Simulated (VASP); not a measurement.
A run of VASP 6.6.1 is set up as follows.

Contents of POSCAR:

```
SnTe
1.0
    0.0000000000      3.2171421038      3.2171421038
    3.2171421038      0.0000000000      3.2171421038
    3.2171421038      3.2171421038      0.0000000000
Sn Te
1 1
Direct
    0.0000000000      0.0000000000      0.0000000000
    0.5000000000      0.5000000000      0.5000000000
```

INCAR.step1

```
PREC     = Accurate       # precision mode
ENCUT    = 520            # plane-wave cutoff, eV
ISMEAR   = 0              # smearing method
SIGMA    = 0.01           # smearing width, eV
LREAL    = F              # projectors in reciprocal space
LASPH    = T              # aspherical terms in the spheres
NELM     = 100            # most SCF steps
NBANDS   = 17             # bands
GGA      = PE             # functional
ALGO     = Normal         # electronic algorithm
EDIFF    = 1E-4           # SCF threshold, eV
LWAVE    = T              # write WAVECAR
LCHARG   = F              # write CHGCAR
```

The input INCAR.step2:

```
PREC     = Accurate       # precision mode
ENCUT    = 520            # plane-wave cutoff, eV
EDIFF    = 1E-7           # SCF threshold, eV
ISMEAR   = 0              # smearing method
SIGMA    = 0.01           # smearing width, eV
LREAL    = F              # projectors in reciprocal space
LASPH    = T              # aspherical terms in the spheres
NELM     = 100            # most SCF steps
ALGO     = Normal         # electronic algorithm
ISIF     = 2              # what is computed and relaxed
LWAVE    = F              # write WAVECAR
LCHARG   = F              # write CHGCAR
METAGGA  = R2SCAN         # meta-GGA
LMIXTAU  = T            
NBANDS   = 17             # bands
ISTART   = 1
```

Contents of KPOINTS:

```
regular mesh
0
Gamma
  10 10 10
```

Potentials or basis: VASP PAW PBE potentials, release 64 (Sn_d, Te).

Launch:

```bash
$ cat potpaw_PBE.64/Sn_d/POTCAR potpaw_PBE.64/Te/POTCAR > POTCAR
$ cp INCAR.step1 INCAR
$ mpirun -np 1 vasp_std > vasp.out
$ cp INCAR.step2 INCAR
$ mpirun -np 1 vasp_std > vasp.out
```

(1) Estimate the pressure.

(2) Predict the band gap on the k mesh.

Answers

(1) -1.2 GPa.

(2) 0.22 eV.

Caveat: semilocal functionals underestimate gaps, and a narrow one can read as zero; the PAW data sets were made with another functional, which shifts forces and pressure a little; spin-orbit coupling is left out, which moves the levels of the heavy elements.
